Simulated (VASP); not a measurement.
# SnO2 (Pnnm) in VASP: a series of runs

SnO2 is run at these levels: LDA; tasks: single point.

All numbers are computed with VASP 6.6.1; they aren't measurements. Logs are shortened: lines on timing, memory, paths and dates and some standing lists are left out, and cuts for length are marked.

## Step 1: The cell of the first run

Symmetry: Pnnm, No. 58, orthorhombic system. The conventional cell has a = 4.720 Å, b = 4.721 Å, c = 3.189 Å, α = 90.00°, β = 90.00°, γ = 90.00°. Sn (site symmetry 2/m) has 6 O at 1.99 to 2.16 Å within 2.6 Å. O (site symmetry m) has 3 Sn at 1.99 to 2.16 Å and 1 O at 2.37 Å within 2.6 Å.

## Step 2: Single point, LDA (atoms shifted along a free coordinate)

INCAR reads:

```
PREC     = Accurate       # precision mode
ENCUT    = 520            # plane-wave cutoff, eV
EDIFF    = 1E-6           # SCF threshold, eV
ISMEAR   = 0              # smearing method
SIGMA    = 0.05           # smearing width, eV
LREAL    = F              # projectors in reciprocal space
LASPH    = T              # aspherical terms in the spheres
NELM     = 80             # most SCF steps
ALGO     = Normal         # electronic algorithm
ISIF     = 2              # what is computed and relaxed
LWAVE    = F              # write WAVECAR
LCHARG   = T              # write CHGCAR
LELF     = T              # ELF
LVHAR    = T            
NBANDS   = 35             # bands
```

KPOINTS reads:

```
Automatic mesh
0
Gamma
  6 6 8
```

POSCAR reads:

```
SnO2
1.0
    4.7201335214      0.0000000000      0.0000000000
    0.0000000000      4.7206343117      0.0000000000
    0.0000000000      0.0000000000      3.1888226872
Sn O
2 4
Direct
    0.5000000000      0.5000000000      0.5000000000
    0.0000000000      0.0000000000      0.0000000000
    0.3059920358      0.3407603117      0.0000000000
    0.8059920358      0.1592396883      0.5000000000
    0.1940079642      0.8407603117      0.5000000000
    0.6940079642      0.6592396883      0.0000000000
```

Potentials or basis: VASP PAW LDA potentials, release 64 (Sn_d, O).

Run with:

```sh
> cat potpaw_LDA.64/Sn_d/POTCAR potpaw_LDA.64/O/POTCAR > POTCAR
> mpirun -np 1 vasp_std > vasp.out
```

OUTCAR:

```text
PREC = Accurate
   ENCUT = 520
   EDIFF = 1E-6
   ISMEAR = 0
   LREAL = F
   LASPH = T
   NELM = 80
   ISIF = 2

 ion  position               nearest neighbor table
   1  0.500  0.500  0.500-   3 1.99   6 1.99   3 1.99   6 1.99   5 2.16   4 2.16   2 3.70   2 3.70
                             2 3.70   2 3.70   2 3.70   2 3.70   2 3.70   2 3.70
   2  0.000  0.000  0.000-   4 1.99   5 1.99   4 1.99   5 1.99   3 2.16   6 2.16   1 3.70   1 3.70
                             1 3.70   1 3.70   1 3.70   1 3.70   1 3.70   1 3.70
   3  0.306  0.341  0.000-   1 1.99   1 1.99   2 2.16
   4  0.806  0.159  0.500-   2 1.99   2 1.99   1 2.16
   5  0.194  0.841  0.500-   2 1.99   2 1.99   1 2.16
   6  0.694  0.659  0.000-   1 1.99   1 1.99   2 2.16

  LATTYP: Found a simple orthorhombic cell.
 ALAT       =     3.1888226872
 B/A-ratio  =     1.4802119730
 C/A-ratio  =     1.4803690185

  Lattice vectors:

 A1 = (   0.0000000000,   0.0000000000,   3.1888226872)
 A2 = (   4.7201335214,   0.0000000000,   0.0000000000)
 A3 = (   0.0000000000,   4.7206343117,   0.0000000000)

Analysis of symmetry for initial positions (statically):
=====================================================================
 Subroutine PRICEL returns:
 Original cell was already a primitive cell.

 Routine SETGRP: Setting up the symmetry group for a
 simple orthorhombic supercell.

 Subroutine GETGRP returns: Found  8 space group operations
 (whereof  4 operations were pure point group operations)
 out of a pool of  8 trial point group operations.

The static configuration has the point symmetry C_2h.
 The point group associated with its full space group is D_2h.

Analysis of symmetry for dynamics (positions and initial velocities):
=====================================================================
 Subroutine PRICEL returns:
 Original cell was already a primitive cell.

 Routine SETGRP: Setting up the symmetry group for a
 simple orthorhombic supercell.

 Subroutine GETGRP returns: Found  8 space group operations
 (whereof  4 operations were pure point group operations)
 out of a pool of  8 trial point group operations.

The dynamic configuration has the point symmetry C_2h.
 The point group associated with its full space group is D_2h.

 Subroutine INISYM returns: Found  8 space group operations
 (whereof  4 operations are pure point group operations),
 and found     1 'primitive' translations

----------------------------------------------------------------------------------------

                                     Primitive cell

  volume of cell :      71.0534

  direct lattice vectors                    reciprocal lattice vectors
     4.720133521  0.000000000  0.000000000     0.211858414  0.000000000  0.000000000
     0.000000000  4.720634312  0.000000000     0.000000000  0.211835939  0.000000000
     0.000000000  0.000000000  3.188822687     0.000000000  0.000000000  0.313595360

  length of vectors
     4.720133521  4.720634312  3.188822687     0.211858414  0.211835939  0.313595360

  position of ions in fractional coordinates (direct lattice)
     0.500000000  0.500000000  0.500000000
     0.000000000  0.000000000  0.000000000
     0.305992036  0.340760312  0.000000000
     0.805992036  0.159239688  0.500000000
     0.194007964  0.840760312  0.500000000
     0.694007964  0.659239688  0.000000000

  ion indices of the primitive-cell ions
   primitive index   ion index
                 1           1
                 2           2
                 3           3
                 4           4
                 5           5
                 6           6

----------------------------------------------------------------------------------------

 KPOINTS: Automatic mesh

Automatic generation of k-mesh.
 Grid dimensions read from file:
 generate k-points for:    6    6    8

 Generating k-lattice:

  Cartesian coordinates                     Fractional coordinates (reciprocal lattice)
     0.035309736  0.000000000  0.000000000     0.166666667  0.000000000  0.000000000
     0.000000000  0.035305990  0.000000000     0.000000000  0.166666667  0.000000000
     0.000000000  0.000000000  0.039199420     0.000000000  0.000000000  0.125000000

  Length of vectors
     0.035309736  0.035305990  0.039199420

  Shift w.r.t. Gamma in fractional coordinates (k-lattice)
     0.000000000  0.000000000  0.000000000

 Subroutine IBZKPT returns following result:
 ===========================================

 Found     80 irreducible k-points:

 Following reciprocal coordinates:
            Coordinates               Weight
  0.000000  0.000000  0.000000      1.000000
  0.166667  0.000000  0.000000      2.000000
  0.333333  0.000000  0.000000      2.000000
  0.500000  0.000000  0.000000      1.000000
  0.000000  0.166667  0.000000      2.000000
  0.166667  0.166667  0.000000      4.000000
[... 16 lines left out ...]
  0.333333  0.166667  0.125000      8.000000
  0.500000  0.166667  0.125000      4.000000
[... 31 lines left out ...]
   NUPDOWN=      -1.0000    fix difference up-down
   EMIN   =  10.00;   EMAX   =-10.00  energy-range for DOS
   EFERMI =   0.00;   METHOD = LEGACY
   ISMEAR =     0;   SIGMA  =   0.05  broadening in eV -4-tet -1-fermi 0-gaus
   EFERMI_NEDOS =   21; number of points for ismear=-14 and -15
   IALGO  =     38    algorithm
   IMIX   =      4    mixing-type and parameters
     AMIX     =   0.40;   BMIX     =  1.00
     AMIX_MAG =   1.60;   BMIX_MAG =  1.00
  volume/ion in A,a.u.               =      11.84        79.92
  Fermi-wavevector in a.u.,A,eV,Ry     =   1.475302  2.787917 29.613299  2.176516
  Thomas-Fermi vector in A             =   2.589968
   LORBIT       =      0    0 simple, 1 ext, 2 COOP (PROOUT), +10 PAW based schemes
   GGA     = CA    functional components
   LHFCALC =     F    Hartree Fock is set to
   AEXX    =    0.0000 exact exchange contribution
   IVDW    =     0    specifies the selected vdW correction
   LEPSILON=     F    determine dielectric tensor
   LRPA    =     F    only Hartree local field effects (RPA)
 non-spin polarized calculation
 Gauss-broadening in eV      SIGMA  =   0.05
  energy-cutoff  :      520.00
  volume of cell :       71.05
 maximum number of plane-waves:      1933
 NGX is ok and might be reduce to    36
   NGX = 17   NGY = 17   NGZ = 11

 number of electron      51.9999990 magnetization

 Free energy of the ion-electron system (eV)
  ---------------------------------------------------
  ext. energy  EPLUGINS =         0.00000000
  ---------------------------------------------------
  free energy    TOTEN  =       -41.61178520 eV

  energy without entropy =      -41.61178520  energy(sigma->0) =      -41.61178520

 E-fermi :   6.1016     XC(G=0): -11.8081

 val. band max:        5.8570228987   @ k =   0.0000   0.0000   0.0000
 cond. band min:       7.3984249165   @ k =   0.0000   0.0000   0.0000
 fundamental gap:      1.5414020178
 Fermi energy:         6.1015661778

 k-point     1 :       0.0000    0.0000    0.0000
  band No.  band energies     occupation
      1     -15.1344      2.00000
      2     -14.6525      2.00000
      3     -14.0047      2.00000
      4     -13.9941      2.00000
      5     -13.9433      2.00000
      6     -13.8217      2.00000
[... 27 lines left out ...]
     34      17.4938      0.00000
     35      17.6634      0.00000

 k-point     2 :       0.1667    0.0000    0.0000
  band No.  band energies     occupation
      1     -15.1003      2.00000
      2     -14.6743      2.00000
      3     -14.0029      2.00000
      4     -13.9936      2.00000
      5     -13.9415      2.00000
      6     -13.8147      2.00000
[... 27 lines left out ...]
     34      17.7147      0.00000
     35      17.7556      0.00000

 k-point     3 :       0.3333    0.0000    0.0000
  band No.  band energies     occupation
      1     -15.0054      2.00000
      2     -14.7497      2.00000
      3     -13.9987      2.00000
      4     -13.9931      2.00000
      5     -13.9343      2.00000
      6     -13.8686      2.00000
[... 27 lines left out ...]
     34      18.1615      0.00000
     35      18.3652      0.00000
[... 723 lines left out ...]
 k-point    23 :       0.3333    0.1667    0.1250
  band No.  band energies     occupation
      1     -14.8927      2.00000
      2     -14.6544      2.00000
      3     -14.2108      2.00000
      4     -14.1913      2.00000
      5     -13.8909      2.00000
      6     -13.8372      2.00000
[... 27 lines left out ...]
     34      17.9643      0.00000
     35      18.6667      0.00000

 k-point    24 :       0.5000    0.1667    0.1250
  band No.  band energies     occupation
      1     -14.7788      2.00000
      2     -14.7788      2.00000
      3     -14.2030      2.00000
      4     -14.2030      2.00000
      5     -13.8672      2.00000
      6     -13.8672      2.00000
[... 27 lines left out ...]
     34      18.1883      0.00000
     35      18.7090      0.00000

 [... further k-points ...]
[... 5 lines left out ...]
  --------------------------------------------------------------------------------------
  -------------------------------------------------------------------------------------
  Total        3.5433988      1.3521386      5.8477879      0.0000000      0.0000000      0.0000000
  in kB       79.8997840     30.4892524    131.8612480      0.0000000      0.0000000      0.0000000
  external PRESSURE =      80.7500948 kB  Pullay stress =       0.0000000 kB

 VOLUME and BASIS-vectors are now :
 -----------------------------------------------------------------------------
  energy-cutoff  :      520.00
  volume of cell :       71.05
      direct lattice vectors                 reciprocal lattice vectors
     4.720133521  0.000000000  0.000000000     0.211858414  0.000000000  0.000000000
     0.000000000  4.720634312  0.000000000     0.000000000  0.211835939  0.000000000
     0.000000000  0.000000000  3.188822687     0.000000000  0.000000000  0.313595360

 POSITION                                       TOTAL-FORCE (eV/Angst)
 -----------------------------------------------------------------------------------
      2.36007      2.36032      1.59441         0.000000      0.000000      0.000000
      0.00000      0.00000      0.00000         0.000000      0.000000      0.000000
      1.44432      1.60860      0.00000        -2.131254     -2.020957      0.000000
      3.80439      0.75171      1.59441        -2.131254      2.020957      0.000000
      0.91574      3.96892      1.59441         2.131254     -2.020957     -0.000000
      3.27581      3.11203      0.00000         2.131254      2.020957      0.000000
 -----------------------------------------------------------------------------------
    total drift:                               -0.000000      0.000000      0.000000

  FREE ENERGIE OF THE ION-ELECTRON SYSTEM (eV)
  ---------------------------------------------------
  free  energy   TOTEN  =       -41.6117851970 eV

  energy  without entropy=      -41.6117851970  energy(sigma->0) =      -41.61178520
```

It took 2.7 min on 1 thread of Intel Xeon 8259CL, shared host; peak memory 0.23 GiB.

What came out:

- Free energy: -41.6118 eV
- Pressure: 8.1 GPa
- Largest force: 2.937 eV/Å
- Band gap on the k mesh: 1.54 eV

Forces on the atoms (eV/Å):
```
Sn   0.000  0.000  0.000
Sn   0.000  0.000  0.000
O   -2.131 -2.021  0.000
O   -2.131  2.021  0.000
O    2.131 -2.021  0.000
O    2.131  2.021  0.000
```

Levels at points of the mesh, in eV from the valence-band top:
```csv
k point,band 24,band 25,band 26,band 27,band 28,band 29
"(0.00, 0.00, 0.00)",-0.63,-0.62,0.00,1.54,5.42,6.35
"(0.50, 0.00, 0.00)",-1.06,-0.54,-0.54,4.30,4.30,6.40
"(0.00, 0.50, 0.00)",-1.05,-0.74,-0.74,4.49,4.49,7.00
"(0.50, 0.50, 0.00)",-1.15,-0.78,-0.78,4.44,4.44,7.17
"(0.00, 0.00, 0.50)",-1.57,-1.21,-1.21,6.64,6.64,9.53
"(0.50, 0.00, 0.50)",-0.99,-0.47,-0.47,6.97,6.97,7.86
"(0.00, 0.50, 0.50)",-1.13,-0.41,-0.41,6.88,6.88,7.59
"(0.50, 0.50, 0.50)",-1.16,-0.74,-0.74,5.82,5.82,8.14
```

Caveat: the cell differs from its parent crystal (atoms shifted along a free coordinate); the stress differs along the axes, from 3 to 13 GPa; spin-orbit coupling is left out, which moves the levels of the heavy elements; forces of over 1 eV/Å act on the atoms, so gaps and moduli don't describe the material at rest.

## Step 3: Single point, LDA (atoms shifted along a free coordinate)

INCAR reads:

```
  PREC = Accurate
  ENCUT = 520
  EDIFF = 1E-6
  ISMEAR = 0
  SIGMA = 0.05
  LREAL = F
  LASPH = T
  NELM = 100
  ALGO = Normal
  ISIF = 2
  LWAVE = F
  LCHARG = T
  LELF = T
  LVHAR = T
  NBANDS = 35
```

KPOINTS reads:

```
regular mesh
0
Gamma
  6 6 8
```

POSCAR reads:

```
SnO2
1.0
    4.7201335214      0.0000000000      0.0000000000
    0.0000000000      4.7206343117      0.0000000000
    0.0000000000      0.0000000000      3.1888226872
Sn O
2 4
Direct
    0.5000000000      0.5000000000      0.5000000000
    0.0000000000      0.0000000000      0.0000000000
    0.3059920358      0.2715746941      0.0000000000
    0.8059920358      0.2284253059      0.5000000000
    0.1940079642      0.7715746941      0.5000000000
    0.6940079642      0.7284253059      0.0000000000
```

Potentials or basis: VASP PAW LDA potentials, release 64 (Sn_d, O).

Run with:

```sh
> cat potpaw_LDA.64/Sn_d/POTCAR potpaw_LDA.64/O/POTCAR > POTCAR
> mpirun -np 1 vasp_std > vasp.out
```

Run time: 2.7 min. Hardware: 1 thread of Intel Xeon 8259CL, shared host; peak memory 0.23 GiB.

The run converged. Its results:

* Free energy: -41.6660 eV
* Pressure: 1.5 GPa
* Largest force: 2.553 eV/Å
* Band gap on the k mesh: 1.07 eV

Forces on the atoms (eV/Å):
```
Sn   0.000  0.000  0.000
Sn   0.000  0.000  0.000
O    1.751  1.858  0.000
O    1.751 -1.858  0.000
O   -1.751  1.858  0.000
O   -1.751 -1.858  0.000
```

Stress tensor (GPa, compression positive):
```
 6.88  0.00  0.00
 0.00  0.53  0.00
 0.00  0.00 -2.97
```

Levels at points of the mesh, in eV from the valence-band top:
```csv
k point,band 22,band 23,band 24,band 25,band 26,band 27,band 28,band 29,band 30,band 31
"(0.00, 0.00, 0.00)",-1.23,-1.14,-0.73,-0.64,0.00,1.07,6.05,6.05,6.69,9.44
"(0.50, 0.00, 0.00)",-2.34,-1.12,-1.12,-0.50,-0.50,4.52,4.52,7.54,7.54,10.78
"(0.00, 0.50, 0.00)",-2.11,-1.11,-1.11,-0.38,-0.38,4.36,4.36,6.97,6.97,11.35
"(0.50, 0.50, 0.00)",-2.40,-1.29,-1.29,-0.77,-0.77,5.23,5.23,7.57,7.57,11.37
"(0.00, 0.00, 0.50)",-3.11,-1.68,-1.68,-1.09,-1.09,5.85,5.85,9.09,9.09,10.35
"(0.50, 0.00, 0.50)",-1.69,-1.16,-1.16,-0.46,-0.46,6.11,6.11,7.47,7.47,10.73
"(0.00, 0.50, 0.50)",-1.94,-0.88,-0.88,-0.76,-0.76,6.23,6.23,7.56,7.56,10.34
"(0.50, 0.50, 0.50)",-1.78,-0.70,-0.70,-0.67,-0.67,3.90,3.90,9.26,9.26,10.30
```

Caveat: the cell differs from its parent crystal (atoms shifted along a free coordinate); the stress differs along the axes, from -3 to 7 GPa; spin-orbit coupling is left out, which moves the levels of the heavy elements; forces of over 1 eV/Å act on the atoms, so gaps and moduli don't describe the material at rest.

## Step 4: Single point, LDA (atoms shifted along a free coordinate)

INCAR reads:

```
PREC = Accurate ; ENCUT = 520
EDIFF = 1E-6 ; ISMEAR = 0
SIGMA = 0.05 ; LREAL = False
LASPH = True ; NELM = 60
ALGO = Normal ; ISIF = 2
LWAVE = False ; LCHARG = False
GGA = CA ; NBANDS = 35
```

KPOINTS reads:

```
Automatic mesh
0
Gamma
  6 6 8
```

POSCAR reads:

```
SnO2
1.0
    4.7924604755      0.0000000000      0.0000000000
    0.0000000000      4.7929689394      0.0000000000
    0.0000000000      0.0000000000      3.2376852524
Sn O
2 4
Direct
    0.5000000000      0.5000000000      0.5000000000
    0.0000000000      0.0000000000      0.0000000000
    0.3059920358      0.2888605067      0.0000000000
    0.8059920358      0.2111394933      0.5000000000
    0.1940079642      0.7888605067      0.5000000000
    0.6940079642      0.7111394933      0.0000000000
```

Run with:

```sh
> cat potpaw_LDA.64/Sn_d/POTCAR potpaw_LDA.64/O/POTCAR > POTCAR
> mpirun -np 1 vasp_std > vasp.out
```

Wall time 2.6 min (1 thread of Intel Xeon 8259CL, shared host); peak memory 0.24 GiB.

It converged, with:

```
Free energy            : -42.0439 eV
Pressure               : -8.5 GPa
Largest force          : 1.252 eV/Å
Band gap on the k mesh : 0.58 eV
```

Forces in eV/Å, atoms in the order of the input:
```
Sn   0.000  0.000  0.000
Sn   0.000  0.000  0.000
O    0.837  0.931  0.000
O    0.837 -0.931  0.000
O   -0.837  0.931  0.000
O   -0.837 -0.931  0.000
```

Stress tensor (GPa, compression positive):
```
 -6.41   0.00   0.00
  0.00  -8.21   0.00
  0.00   0.00 -10.74
```

Levels at points of the mesh, in eV from the valence-band top:
| k point | band 24 | band 25 | band 26 | band 27 | band 28 | band 29 |
| --- | --- | --- | --- | --- | --- | --- |
| (0.00, 0.00, 0.00) | -0.77 | -0.72 | 0.00 | 0.58 | 5.77 | 5.79 |
| (0.50, 0.00, 0.00) | -1.23 | -0.59 | -0.59 | 3.94 | 3.94 | 6.88 |
| (0.00, 0.50, 0.00) | -1.22 | -0.51 | -0.51 | 3.85 | 3.85 | 6.61 |
| (0.50, 0.50, 0.00) | -1.38 | -0.85 | -0.85 | 4.46 | 4.46 | 7.11 |
| (0.00, 0.00, 0.50) | -1.62 | -1.16 | -1.16 | 5.39 | 5.39 | 9.00 |
| (0.50, 0.00, 0.50) | -1.09 | -0.68 | -0.68 | 5.63 | 5.63 | 7.35 |
| (0.00, 0.50, 0.50) | -0.98 | -0.80 | -0.80 | 5.69 | 5.69 | 7.44 |
| (0.50, 0.50, 0.50) | -0.82 | -0.76 | -0.76 | 3.83 | 3.83 | 8.72 |

Caveat: the cell differs from its parent crystal (atoms shifted along a free coordinate); the cell stands under tension; semilocal functionals underestimate gaps, and a narrow one can read as zero; spin-orbit coupling is left out, which moves the levels of the heavy elements; forces of over 1 eV/Å act on the atoms, so gaps and moduli don't describe the material at rest.

## Step 5: Summary

```tsv
cell	gap on the mesh (eV)	pressure (GPa)	largest force (eV/Å)
a = 4.720, b = 4.721, c = 3.189 Å, 6 atoms, atomic positions A	1.54	8.1	2.94
a = 4.720, b = 4.721, c = 3.189 Å, 6 atoms, atomic positions B	1.07	1.5	2.55
a = 4.792, b = 4.793, c = 3.238 Å, 6 atoms, atomic positions C	0.58	-8.5	1.25
```

Alike in all rows: task single point; level LDA; potentials or basis VASP PAW LDA potentials, release 64 (Sn_d, O); no spin polarisation; k mesh 6 × 6 × 8; cutoff (eV) 520; smearing gaussian 0.05 eV.

Caveats: spin-orbit coupling is left out, which moves the levels of the heavy elements; forces of over 1 eV/Å act on the atoms, so gaps and moduli don't describe the material at rest; the stress differs along the axes, from 3 to 13 GPa (at least some runs); the stress differs along the axes, from -3 to 7 GPa (at least some runs); the cell stands under tension (at least some runs); semilocal functionals underestimate gaps, and a narrow one can read as zero (at least some runs).

Total energies depend on the potentials used, so only differences within one code and one set of settings carry meaning.
